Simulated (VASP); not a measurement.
# SbS (Immm) in VASP: single point with PBEsol

Aim: the single point of SbS with PBEsol.

Program: VASP 6.6.1. These are calculated values, not measurements. Logs are shortened: lines on timing, memory, paths and dates and some standing lists are left out, and cuts for length are marked.

## 1. The cell of the first run

It takes space group Immm (No. 71, orthorhombic). Conventional cell: a = 3.567 Å, b = 4.583 Å, c = 5.734 Å, α = 90.00°, β = 90.00°, γ = 90.00°. Sb (site symmetry mmm) has 6 S at 2.87 to 2.90 Å and 2 Sb at 3.57 Å within 3.8 Å. Within 3.8 Å of S (site symmetry mmm) lie 6 Sb at 2.87 to 2.90 Å and 2 S at 3.57 Å.

## 2. Single point, PBEsol

Input file INCAR:

```
ALGO = Normal
EDIFF = 1E-7
ENCUT = 520
GGA = PS
ISIF = 2
ISMEAR = 0
LASPH = True
LCHARG = True
LELF = True
LREAL = False
LVHAR = True
LWAVE = False
NBANDS = 12
NELM = 80
PREC = Accurate
SIGMA = 0.1
```

Input file KPOINTS:

```
k-points
0
Gamma
  20 20 20
```

Input file POSCAR:

```
SbS
1.0
   -1.7833757386      2.2917202551      2.8668759157
    1.7833757386     -2.2917202551      2.8668759157
    1.7833757386      2.2917202551     -2.8668759157
Sb S
1 1
Direct
    0.5000000000      0.0000000000      0.5000000000
    0.0000000000      0.5000000000      0.5000000000
```

Potentials or basis: VASP PAW PBE potentials, release 64 (Sb, S).

Launch:

```bash
cat potpaw_PBE.64/Sb/POTCAR potpaw_PBE.64/S/POTCAR > POTCAR
mpirun -np 1 vasp_std > vasp.out
```

OUTCAR:

```text
EDIFF = 1E-7
   ENCUT = 520
   GGA = PS
   ISIF = 2
   ISMEAR = 0
   LASPH = True
   LREAL = False
   NELM = 80
   PREC = Accurate

 ion  position               nearest neighbor table
   1  0.500  0.000  0.500-   2 2.87   2 2.87   2 2.90   2 2.90   2 2.90   2 2.90
   2  0.000  0.500  0.500-   1 2.87   1 2.87   1 2.90   1 2.90   1 2.90   1 2.90

  LATTYP: Found a body centered orthorhombic cell.
 ALAT       =     3.5667514772
 B/A-ratio  =     1.2850462219
 C/A-ratio  =     1.6075557459

  Lattice vectors:

 A1 = (  -1.7833757386,   2.2917202551,   2.8668759157)
 A2 = (   1.7833757386,  -2.2917202551,   2.8668759157)
 A3 = (   1.7833757386,   2.2917202551,  -2.8668759157)

Analysis of symmetry for initial positions (statically):
=====================================================================
 Subroutine PRICEL returns:
 Original cell was already a primitive cell.

 Routine SETGRP: Setting up the symmetry group for a
 body centered orthorhombic supercell.

 Subroutine GETGRP returns: Found  8 space group operations
 (whereof  8 operations were pure point group operations)
 out of a pool of  8 trial point group operations.

The static configuration has the point symmetry D_2h.

Analysis of symmetry for dynamics (positions and initial velocities):
=====================================================================
 Subroutine PRICEL returns:
 Original cell was already a primitive cell.

 Routine SETGRP: Setting up the symmetry group for a
 body centered orthorhombic supercell.

 Subroutine GETGRP returns: Found  8 space group operations
 (whereof  8 operations were pure point group operations)
 out of a pool of  8 trial point group operations.

The dynamic configuration has the point symmetry D_2h.

 Subroutine INISYM returns: Found  8 space group operations
 (whereof  8 operations are pure point group operations),
 and found     1 'primitive' translations

----------------------------------------------------------------------------------------

                                     Primitive cell

  volume of cell :      46.8677

  direct lattice vectors                    reciprocal lattice vectors
    -1.783375739  2.291720255  2.866875916     0.000000000  0.218176716  0.174405874
     1.783375739 -2.291720255  2.866875916     0.280367165  0.000000000  0.174405874
     1.783375739  2.291720255 -2.866875916     0.280367165  0.218176716  0.000000000

  length of vectors
     4.080611262  4.080611262  4.080611262     0.279317899  0.330186547  0.355256002

[... 90 lines left out ...]
   PSTRESS=    0.0 pullay stress
   NELECT =      11.0000    total number of electrons
   NUPDOWN=      -1.0000    fix difference up-down
   EMIN   =  10.00;   EMAX   =-10.00  energy-range for DOS
   EFERMI =   0.00;   METHOD = LEGACY
   ISMEAR =     0;   SIGMA  =   0.10  broadening in eV -4-tet -1-fermi 0-gaus
   EFERMI_NEDOS =   21; number of points for ismear=-14 and -15
   IALGO  =     38    algorithm
   IMIX   =      4    mixing-type and parameters
     AMIX     =   0.40;   BMIX     =  1.00
     AMIX_MAG =   1.60;   BMIX_MAG =  1.00
  volume/ion in A,a.u.               =      23.43       158.14
  Fermi-wavevector in a.u.,A,eV,Ry     =   1.009829  1.908301 13.874611  1.019755
  Thomas-Fermi vector in A             =   2.142781
   LORBIT       =      0    0 simple, 1 ext, 2 COOP (PROOUT), +10 PAW based schemes
   GGA     = PS    functional components
   LHFCALC =     F    Hartree Fock is set to
   AEXX    =    0.0000 exact exchange contribution
   IVDW    =     0    specifies the selected vdW correction
   LEPSILON=     F    determine dielectric tensor
   LRPA    =     F    only Hartree local field effects (RPA)
 non-spin polarized calculation
 Gauss-broadening in eV      SIGMA  =   0.10
  energy-cutoff  :      520.00
  volume of cell :       46.87
 maximum number of plane-waves:      1284
   NGX = 15   NGY = 15   NGZ = 15

 number of electron      10.9999999 magnetization

 Free energy of the ion-electron system (eV)
  ---------------------------------------------------
  ext. energy  EPLUGINS =         0.00000000
  ---------------------------------------------------
  free energy    TOTEN  =        -8.99589834 eV

  energy without entropy =       -8.99044933  energy(sigma->0) =       -8.99317384

 E-fermi :   7.3275     XC(G=0): -10.1508

 val. band max:        7.3250943240   @ k =   0.2500   0.2500   0.0000
 cond. band min:       7.3277804108   @ k =  -0.0500  -0.3500   0.0500
 fundamental gap:      0.0026860867
 Fermi energy:         7.3274812045

 k-point     1 :       0.0000    0.0000    0.0000
  band No.  band energies     occupation
      1      -7.6872      2.00000
      2      -0.0235      2.00000
      3       3.0750      2.00000
      4       3.7265      2.00000
      5       5.3404      2.00000
      6      10.0328      0.00000
      7      10.4966      0.00000
      8      10.7636      0.00000
      9      10.8755      0.00000
     10      13.0140      0.00000
     11      14.4049      0.00000
     12      14.4308      0.00000
[... 331 lines left out ...]
 k-point    24 :      -0.4000    0.0500   -0.0000
  band No.  band energies     occupation
      1      -6.6088      2.00000
      2      -3.0510      2.00000
      3       3.9205      2.00000
      4       5.0659      2.00000
      5       5.8709      2.00000
      6       7.2828      1.47238
      7       7.8363      0.00000
      8       8.8331      0.00000
      9      13.8671      0.00000
     10      14.5052      0.00000
     11      15.6867      0.00000
     12      16.9488      0.00000

 [... further k-points ...]

------------------------ aborting loop because EDIFF is reached ----------------------------------------

  FORCE on cell =-STRESS in cart. coord.  units (eV):
  Direction    XX          YY          ZZ          XY          YZ          ZX
  --------------------------------------------------------------------------------------
  -------------------------------------------------------------------------------------
  Total       -0.9402576     -1.0533398     -0.9725546      0.0000000      0.0000000      0.0000000
  in kB      -32.1428276    -36.0085596    -33.2469050      0.0000000      0.0000000      0.0000000
  external PRESSURE =     -33.7994307 kB  Pullay stress =       0.0000000 kB

 VOLUME and BASIS-vectors are now :
 -----------------------------------------------------------------------------
  energy-cutoff  :      520.00
  volume of cell :       46.87
      direct lattice vectors                 reciprocal lattice vectors
    -1.783375739  2.291720255  2.866875916     0.000000000  0.218176716  0.174405874
     1.783375739 -2.291720255  2.866875916     0.280367165  0.000000000  0.174405874
     1.783375739  2.291720255 -2.866875916     0.280367165  0.218176716  0.000000000

 POSITION                                       TOTAL-FORCE (eV/Angst)
 -----------------------------------------------------------------------------------
      0.00000      2.29172      0.00000         0.000000     -0.000000     -0.000000
      1.78338      0.00000      0.00000        -0.000000      0.000000      0.000000
 -----------------------------------------------------------------------------------
    total drift:                                0.000000      0.000000     -0.000000

  FREE ENERGIE OF THE ION-ELECTRON SYSTEM (eV)
  ---------------------------------------------------
  free  energy   TOTEN  =        -8.9958983428 eV

  energy  without entropy=       -8.9904493285  energy(sigma->0) =       -8.99317384
```

OSZICAR:

```text
N       E                     dE             d eps       ncg     rms          rms(c)
DAV:   1     0.420280006198E+02    0.42028E+02   -0.41845E+03 27984   0.721E+02
DAV:   2    -0.630089113762E+01   -0.48329E+02   -0.46304E+02 39136   0.128E+02
DAV:   3    -0.915758716723E+01   -0.28567E+01   -0.28299E+01 34796   0.344E+01
DAV:   4    -0.918565026918E+01   -0.28063E-01   -0.28053E-01 33764   0.409E+00
DAV:   5    -0.918601296878E+01   -0.36270E-03   -0.36269E-03 35140   0.482E-01    0.797E+00
DAV:   6    -0.899768802593E+01    0.18832E+00   -0.88568E-01 31900   0.341E+00    0.486E+00
DAV:   7    -0.899703336993E+01    0.65466E-03   -0.51936E-02 35292   0.123E+00    0.174E+00
DAV:   8    -0.899594367121E+01    0.10897E-02   -0.46664E-03 32072   0.364E-01    0.285E-01
DAV:   9    -0.899589210585E+01    0.51565E-04   -0.63516E-04 34912   0.127E-01    0.675E-02
DAV:  10    -0.899589844297E+01   -0.63371E-05   -0.57658E-05 32024   0.490E-02    0.118E-02
DAV:  11    -0.899589848309E+01   -0.40125E-07   -0.26787E-06 36040   0.119E-02    0.104E-02
DAV:  12    -0.899589828433E+01    0.19877E-06   -0.19900E-07 27632   0.276E-03    0.290E-03
DAV:  13    -0.899589834284E+01   -0.58511E-07   -0.24469E-08 19560   0.106E-03
   1 F= -.89958983E+01 E0= -.89931738E+01  d E =-.544901E-02
```

stdout:

```text
POSCAR found type information on POSCAR SbS
 POSCAR found :  2 types and       2 ions
 scaLAPACK will be used
 -----------------------------------------------------------------------------
|                                                                             |
|                                                                             |
|     You enforced a specific xc type in the INCAR file but a different       |
|     I HOPE YOU KNOW WHAT YOU ARE DOING!                                     |
|                                                                             |
 -----------------------------------------------------------------------------

 LDA part: xc-table for (Slater+PW92), standard interpolation
 POSCAR, INCAR and KPOINTS ok, starting setup
 FFT: planning ... GRIDC
 FFT: planning ... GRID_SOFT
 FFT: planning ... GRID
 WAVECAR not read
 entering main loop
```

Wall time 6.5 min (1 thread of Intel Xeon Platinum 8488C (Sapphire Rapids), shared host); peak memory 0.73 GiB.

What came out:

| Property | Result |
| --- | --- |
| Free energy | -8.9959 eV |
| Pressure | -3.4 GPa |
| Band gap on the k mesh | zero (an odd number of electrons rules out a gap without spin polarisation) |

Caveat: the cell stands under tension; the PAW data sets were made with another functional, which shifts forces and pressure a little; spin-orbit coupling is left out, which moves the levels of the heavy elements.
